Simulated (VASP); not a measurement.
Write the native input for VASP 6.6.1 that does the following.

| Property | Result |
| --- | --- |
| Task | single point |
| Functional | PBE |
| Potentials or basis | VASP PAW PBE potentials, release 64 (Zn) |
| Cutoff | 520 eV |
| k mesh | 9 × 9 × 4 |
| Occupations | gaussian, width 0.1 eV |
| Spin | no spin polarisation |
| Dipole correction | no |
| Further INCAR settings | ALGO = Fast; EDIFF = 1e-06; NBANDS = 19 |

The structure of Zn lies in POSCAR:

```
Zn
1.0
    2.6700000000      0.0000000000      0.0000000000
   -1.3350000000      2.3122878281      0.0000000000
    0.0000000000      0.0000000000      4.9660000000
Zn
2
Direct
    0.3333333333      0.6666666667      0.2500000000
    0.6666666667      0.3333333333      0.7500000000
```

The input as run:

INCAR

```
PREC = Accurate
ENCUT = 520
EDIFF = 1E-6
ISMEAR = 0
SIGMA = 0.1
LREAL = False
LASPH = True
NELM = 60
ALGO = Fast
ISIF = 2
LWAVE = False
LCHARG = False
GGA = PE
NBANDS = 19
```

KPOINTS

```
regular mesh
0
Gamma
  9 9 4
```

Potentials or basis: VASP PAW PBE potentials, release 64 (Zn).

Command:

```sh
$ cat potpaw_PBE.64/Zn/POTCAR > POTCAR
$ mpirun -np 1 vasp_std > vasp.out
```

Results of the run:

```yaml
Pressure: -0.3 GPa
Band_gap_on_the_k_mesh: zero (band 12 reaches 4.01 eV, above the bottom of band 13 at -0.01 eV)
```

Wall time 20 s on 1 thread of Intel(R) Xeon(R) Platinum 8259CL CPU @ 2.50GHz (Skylake/Cascade Lake), on a shared host, peak memory 0.14 GiB.
